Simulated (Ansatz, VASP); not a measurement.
# Ru in VASP and in Ansatz

The input INCAR:

```
SYSTEM = Ru
PREC = Accurate ; ENCUT = 520
EDIFF = 1E-7 ; ISMEAR = 0
SIGMA = 0.1 ; LREAL = .False.
LASPH = .True. ; NELM = 80
ALGO = Normal ; ISIF = 2
LWAVE = .False. ; LCHARG = .False.
LDIPOL = .True. ; IDIPOL = 3
DIPOL = 0.5 0.5 0.500 ; GGA = PE
NBANDS = 21
```

File KPOINTS:

```
Automatic mesh
0
Gamma
  6 6 1
  0 0 0
```

Contents of POSCAR:

```
Ru
1.0
    2.7448950000      0.0000000000      0.0000000000
   -1.3724470000      2.3771480000      0.0000000000
    0.0000000000      0.0000000000     17.0000000000
Ru
2
Direct
    0.0000000000      0.0000000000      0.5621097400
    0.0000000000      0.0000000000      0.4378902600
```

Input for Ansatz:

```yaml
crystal:
  lattice:
    - [2.744895, 0.0, 0.0]
    - [-1.372447, 2.377148, 0.0]
    - [0.0, 0.0, 17.0]
  atoms:
    - { symbol: Ru, position: [0.0, 0.0, 0.56210974] }
    - { symbol: Ru, position: [0.0, 0.0, 0.43789026] }
  periodic: [true, true, false]
basis:
  ecutwfc: 420
kpoints:
  mp_grid: { grid: [6, 6, 1] }
hamiltonian:
  xc: pbe
scf:
  occupations: { method: gaussian, width: 0.1 }
  lower_state_search: "off"
output:
  forces: true
  stress: true
  eigenvalues: true
```

Alike in both runs: task single point; functional PBE; k mesh 6 × 6 × 1; occupations gaussian, width 0.1 eV; no spin polarisation.

|  | VASP | Ansatz |
| --- | --- | --- |
| version | VASP 6.6.1 | Ansatz 0.2.0 |
| potentials or method | VASP PAW PBE potentials, release 64 (Ru_pv), cutoff 520 eV | scalar-relativistic, plane waves, PAW |
| valence electrons in the cell | 28 | 32 |

```tsv
	VASP	Ansatz	Ansatz less VASP
gap on the k mesh at the Fermi level (eV)	none	none	-
rms of the force components (eV/Å)	1.445	1.182	-0.2637
```

Atom by atom the forces differ by 0.264 eV/Å (rms over components). A gap of «none» marks a metal or a gap that the smearing closes. VASP's potentials hold 28 valence electrons a cell and Ansatz's 32, so a difference there can come from the potentials and not from the codes. Ansatz's warnings: slab cell height set.

The k mesh is coarse, so the values compare programs but aren't converged.
